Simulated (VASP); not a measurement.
# SiO2 (Stishovite) (P4_2/mnm) in VASP: a series of runs

Runs on SiO2 (Stishovite). Level: LDA. Tasks: single point, relaxation of cell and atoms.

Program: VASP 6.6.1. These are calculated values, not measurements. Logs are shortened: lines on timing, memory, paths and dates and some standing lists are left out, and cuts for length are marked.

### Step 1. The cell of the first run

It takes space group P4_2/mnm (No. 136, tetragonal). Conventional cell: a = 4.155 Å, b = 4.155 Å, c = 2.661 Å, α = 90.00°, β = 90.00°, γ = 90.00°. Si (site symmetry mmm) has 6 O at 1.75 to 1.80 Å within 2.3 Å. O (site symmetry m2m) has 3 Si at 1.75 to 1.80 Å and 1 O at 2.28 Å within 2.3 Å.

### Step 2. Single point, LDA

The input, INCAR:

```
PREC     = Accurate       # precision mode
ENCUT    = 520            # plane-wave cutoff, eV
EDIFF    = 1E-6           # SCF threshold, eV
ISMEAR   = 0              # smearing method
SIGMA    = 0.02           # smearing width, eV
LREAL    = False          # projectors in reciprocal space
LASPH    = True           # aspherical terms in the spheres
NELM     = 80             # most SCF steps
ALGO     = Normal         # electronic algorithm
ISIF     = 2              # what is computed and relaxed
LWAVE    = False          # write WAVECAR
LCHARG   = False          # write CHGCAR
NBANDS   = 25             # bands
```

The input, KPOINTS:

```
Automatic mesh
0
Gamma
  6 6 8
```

The input, POSCAR:

```
SiO2
1.0
    4.1550125737      0.0000000000      0.0000000000
    0.0000000000      4.1550125737      0.0000000000
    0.0000000000      0.0000000000      2.6614445351
Si O
2 4
Direct
    0.0000000000      0.0000000000      0.0000000000
    0.5000000000      0.5000000000      0.5000000000
    0.3055821197      0.3055821197      0.0000000000
    0.1944178803      0.8055821197      0.5000000000
    0.6944178803      0.6944178803      0.0000000000
    0.8055821197      0.1944178803      0.5000000000
```

Potentials or basis: VASP PAW LDA potentials, release 64 (Si, O).

Launch:

```console
$ cat potpaw_LDA.64/Si/POTCAR potpaw_LDA.64/O/POTCAR > POTCAR
$ mpirun -np 1 vasp_std > vasp.out
```

OUTCAR:

```text
PREC = Accurate
   ENCUT = 520
   EDIFF = 1E-6
   ISMEAR = 0
   LREAL = False
   LASPH = True
   NELM = 80
   ISIF = 2

 ion  position               nearest neighbor table
   1  0.000  0.000  0.000-   4 1.75   6 1.75   4 1.75   6 1.75   5 1.80   3 1.80
   2  0.500  0.500  0.500-   3 1.75   5 1.75   3 1.75   5 1.75   4 1.80   6 1.80
   3  0.306  0.306  0.000-   2 1.75   2 1.75   1 1.80
   4  0.194  0.806  0.500-   1 1.75   1 1.75   2 1.80
   5  0.694  0.694  0.000-   2 1.75   2 1.75   1 1.80
   6  0.806  0.194  0.500-   1 1.75   1 1.75   2 1.80

  LATTYP: Found a simple tetragonal cell.
 ALAT       =     4.1550125737
 C/A-ratio  =     0.6405382626

  Lattice vectors:

 A1 = (   4.1550125737,   0.0000000000,   0.0000000000)
 A2 = (   0.0000000000,   4.1550125737,   0.0000000000)
 A3 = (   0.0000000000,   0.0000000000,   2.6614445351)

Analysis of symmetry for initial positions (statically):
=====================================================================
 Subroutine PRICEL returns:
 Original cell was already a primitive cell.

 Routine SETGRP: Setting up the symmetry group for a
 simple tetragonal supercell.

 Subroutine GETGRP returns: Found 16 space group operations
 (whereof  8 operations were pure point group operations)
 out of a pool of 16 trial point group operations.

The static configuration has the point symmetry D_2h.
 The point group associated with its full space group is D_4h.

Analysis of symmetry for dynamics (positions and initial velocities):
=====================================================================
 Subroutine PRICEL returns:
 Original cell was already a primitive cell.

 Routine SETGRP: Setting up the symmetry group for a
 simple tetragonal supercell.

 Subroutine GETGRP returns: Found 16 space group operations
 (whereof  8 operations were pure point group operations)
 out of a pool of 16 trial point group operations.

The dynamic configuration has the point symmetry D_2h.
 The point group associated with its full space group is D_4h.

 Subroutine INISYM returns: Found 16 space group operations
 (whereof  8 operations are pure point group operations),
 and found     1 'primitive' translations

----------------------------------------------------------------------------------------

                                     Primitive cell

  volume of cell :      45.9475

  direct lattice vectors                    reciprocal lattice vectors
[... 94 lines left out ...]
   NELM   =     80;   NELMIN=  2; NELMDL= -5     # of ELM steps
   EDIFF  = 0.1E-05   stopping-criterion for ELM
   LREAL  =      F    real-space projection
   EDIFFG = 0.1E-04   stopping-criterion for IOM
   NSW    =      0    number of steps for IOM
   IBRION =     -1    ionic relax: 0-MD 1-quasi-New 2-CG
   NFREE  =      0    steps in history (QN), initial steepest desc. (CG)
   ISIF   =      2    stress and relaxation
   ISYM   =      2    0-nonsym 1-usesym 2-fastsym
   POTIM  = 0.5000    time-step for ionic-motion
   TEBEG  =    0.0;   TEEND  =   0.0 temperature during run
   PSTRESS=    0.0 pullay stress
   NELECT =      32.0000    total number of electrons
   NUPDOWN=      -1.0000    fix difference up-down
   EMIN   =  10.00;   EMAX   =-10.00  energy-range for DOS
   EFERMI =   0.00;   METHOD = LEGACY
   ISMEAR =     0;   SIGMA  =   0.02  broadening in eV -4-tet -1-fermi 0-gaus
   EFERMI_NEDOS =   21; number of points for ismear=-14 and -15
   IALGO  =     38    algorithm
   IMIX   =      4    mixing-type and parameters
     AMIX     =   0.40;   BMIX     =  1.00
     AMIX_MAG =   1.60;   BMIX_MAG =  1.00
  volume/ion in A,a.u.               =       7.66        51.68
  Fermi-wavevector in a.u.,A,eV,Ry     =   1.451123  2.742224 28.650563  2.105757
  Thomas-Fermi vector in A             =   2.568656
   LORBIT       =      0    0 simple, 1 ext, 2 COOP (PROOUT), +10 PAW based schemes
   GGA     = CA    functional components
   LHFCALC =     F    Hartree Fock is set to
   AEXX    =    0.0000 exact exchange contribution
   IVDW    =     0    specifies the selected vdW correction
   LEPSILON=     F    determine dielectric tensor
   LRPA    =     F    only Hartree local field effects (RPA)
 non-spin polarized calculation
 Gauss-broadening in eV      SIGMA  =   0.02
  energy-cutoff  :      520.00
  volume of cell :       45.95
 maximum number of plane-waves:      1266
 NGX is ok and might be reduce to    32
   NGX = 15   NGY = 15   NGZ =  9

 number of electron      31.9999969 magnetization

 Free energy of the ion-electron system (eV)
  ---------------------------------------------------
  ext. energy  EPLUGINS =         0.00000000
  ---------------------------------------------------
  free energy    TOTEN  =       -51.96953420 eV

  energy without entropy =      -51.96953420  energy(sigma->0) =      -51.96953420

 E-fermi :   8.4821     XC(G=0): -12.8027

 val. band max:        8.2971606924   @ k =   0.0000   0.0000   0.0000
 cond. band min:      14.1144943911   @ k =   0.0000   0.0000   0.0000
 fundamental gap:      5.8173336987
 Fermi energy:         8.4820583335

 k-point     1 :       0.0000    0.0000    0.0000
  band No.  band energies     occupation
      1     -14.2642      2.00000
      2     -10.4445      2.00000
      3     -10.4445      2.00000
      4     -10.1783      2.00000
      5      -2.7300      2.00000
      6       1.7004      2.00000
[... 661 lines left out ...]
     24      20.9813      0.00000
     25      21.7993      0.00000

 [... further k-points ...]
[... 5 lines left out ...]
  --------------------------------------------------------------------------------------
  -------------------------------------------------------------------------------------
  Total        0.2183397      0.2183397      0.4875055      0.0000000      0.0000000      0.0000000
  in kB        7.6134451      7.6134451     16.9991815      0.0000000      0.0000000      0.0000000
  external PRESSURE =      10.7420239 kB  Pullay stress =       0.0000000 kB

 VOLUME and BASIS-vectors are now :
 -----------------------------------------------------------------------------
  energy-cutoff  :      520.00
  volume of cell :       45.95
      direct lattice vectors                 reciprocal lattice vectors
     4.155012574  0.000000000  0.000000000     0.240673159  0.000000000  0.000000000
     0.000000000  4.155012574  0.000000000     0.000000000  0.240673159  0.000000000
     0.000000000  0.000000000  2.661444535     0.000000000  0.000000000  0.375735803

 POSITION                                       TOTAL-FORCE (eV/Angst)
 -----------------------------------------------------------------------------------
      0.00000      0.00000      0.00000        -0.000000      0.000000      0.000000
      2.07751      2.07751      1.33072        -0.000000      0.000000      0.000000
      1.26970      1.26970      0.00000        -0.025404     -0.025404     -0.000000
      0.80781      3.34720      1.33072         0.025404     -0.025404     -0.000000
      2.88532      2.88532      0.00000         0.025404      0.025404      0.000000
      3.34720      0.80781      1.33072        -0.025404      0.025404      0.000000
 -----------------------------------------------------------------------------------
    total drift:                                0.000000     -0.000000      0.000000

  FREE ENERGIE OF THE ION-ELECTRON SYSTEM (eV)
  ---------------------------------------------------
  free  energy   TOTEN  =       -51.9695342029 eV

  energy  without entropy=      -51.9695342029  energy(sigma->0) =      -51.96953420
```

Wall time 22 s (1 thread of Intel Xeon 6975P-C, shared host); peak memory 0.16 GiB.

What came out:

* Free energy: -51.9695 eV
* Pressure: 1.1 GPa
* Largest force: 0.036 eV/Å
* Band gap on the k mesh: 5.82 eV, direct

Forces on the atoms (eV/Å):
```
Si   0.000  0.000  0.000
Si   0.000  0.000  0.000
O   -0.025 -0.025  0.000
O    0.025 -0.025  0.000
O    0.025  0.025  0.000
O   -0.025  0.025  0.000
```

A k mesh can miss the band edges. As with any semilocal functional, this LDA gap is likely too small.

### Step 3. Relaxation of cell and atoms, LDA

This run uses another cell than the first one, of 8.05 Å³/atom, 1.051 times its volume.

The input, INCAR:

```
SYSTEM = SiO2
ALGO = Normal ; EDIFF = 1E-6
EDIFFG = -0.005 ; ENCUT = 600
GGA = CA ; IBRION = 2
ISIF = 3 ; ISMEAR = 0
LASPH = .TRUE. ; LCHARG = .FALSE.
LREAL = .FALSE. ; LWAVE = .FALSE.
NELM = 80 ; NSW = 70
PREC = Accurate ; SIGMA = 0.02
```

The input, KPOINTS:

```
k-points
0
G
  6 6 8
  0 0 0
```

The input, POSCAR:

```
SiO2
1.0
    4.2359706577      0.0000000000      0.0000000000
    0.0000000000      4.2359706577      0.0000000000
    0.0000000000      0.0000000000      2.6905615463
Si O
2 4
Direct
    0.0000000000      0.0000000000      0.0000000000
    0.5000000000      0.5000000000      0.5000000000
    0.3069734713      0.3069734713      0.0000000000
    0.1930265287      0.8069734713      0.5000000000
    0.6930265287      0.6930265287      0.0000000000
    0.8069734713      0.1930265287      0.5000000000
```

Potentials or basis: VASP PAW LDA potentials, release 64 (Si, O).

Launch:

```console
$ cat potpaw_LDA.64/Si/POTCAR potpaw_LDA.64/O/POTCAR > POTCAR
$ mpirun -np 1 vasp_std > vasp.out
```

Wall time 2.4 min (1 thread of Intel Xeon 6975P-C, shared host); peak memory 0.18 GiB.

The run converged. Its results:

| Quantity | Value |
| --- | --- |
| Free energy | -51.9974 eV |
| Relaxed volume | 7.67 Å³/atom |
| Relaxed cell | a = 4.154 Å, b = 4.154 Å, c = 2.666 Å, α = 90.00°, β = 90.00°, γ = 90.00° |
| Space group after relaxing (to 0.05 Å) | P4_2/mnm (No. 136) |
| Energy gained by relaxing | 16.5 meV/atom |
| Ionic steps | 10 |
| Pressure after relaxing | 0.0 GPa |
| Band gap on the k mesh | 5.78 eV, direct |

The path:
```csv
step,energy change (eV),largest force (eV/Å),pressure (GPa),volume (Å³)
1,0.0000,0.0898,-13.47,48.28
2,0.0748,0.8529,21.30,43.71
3,-0.0894,0.2789,-0.37,46.26
4,-0.0894,0.2873,-0.07,46.23
5,-0.0985,0.0412,0.27,45.97
6,-0.0985,0.0403,0.29,45.97
7,-0.0991,0.0002,-0.31,46.03
8,-0.0991,0.0085,-0.17,46.02
9,-0.0991,0.0115,0.17,45.98
10,-0.0991,0.0009,0.00,46.00
```

Final structure:
```
Si O
1.0
     4.15387    0.00000    0.00000
     0.00000    4.15387    0.00000
     0.00000    0.00000    2.66586
Si O
2 4
Direct
  0.00000 0.00000 0.00000
  0.50000 0.50000 0.50000
  0.30539 0.30539 0.00000
  0.19461 0.80539 0.50000
  0.69461 0.69461 0.00000
  0.80539 0.19461 0.50000
```

Levels at points of the mesh, in eV from the valence-band top:
| k point | band 13 | band 14 | band 15 | band 16 | band 17 | band 18 | band 19 | band 20 |
| --- | --- | --- | --- | --- | --- | --- | --- | --- |
| (0.00, 0.00, 0.00) | -2.56 | -0.91 | -0.91 | 0.00 | 5.78 | 6.41 | 8.33 | 8.33 |
| (0.50, 0.00, 0.00) | -2.77 | -2.77 | -1.09 | -1.09 | 7.72 | 7.72 | 8.89 | 8.89 |
| (0.50, 0.50, 0.00) | -2.78 | -2.78 | -2.35 | -2.35 | 7.37 | 7.37 | 9.91 | 9.91 |
| (0.00, 0.00, 0.50) | -3.25 | -3.25 | -2.76 | -2.76 | 9.05 | 9.05 | 12.48 | 12.48 |
| (0.50, 0.00, 0.50) | -2.35 | -2.35 | -1.83 | -1.83 | 8.69 | 8.69 | 9.87 | 9.87 |
| (0.50, 0.50, 0.50) | -1.79 | -1.79 | -1.60 | -1.60 | 7.15 | 7.15 | 10.88 | 10.88 |

A k mesh can miss the band edges. LDA usually gives volumes a few per cent too small.
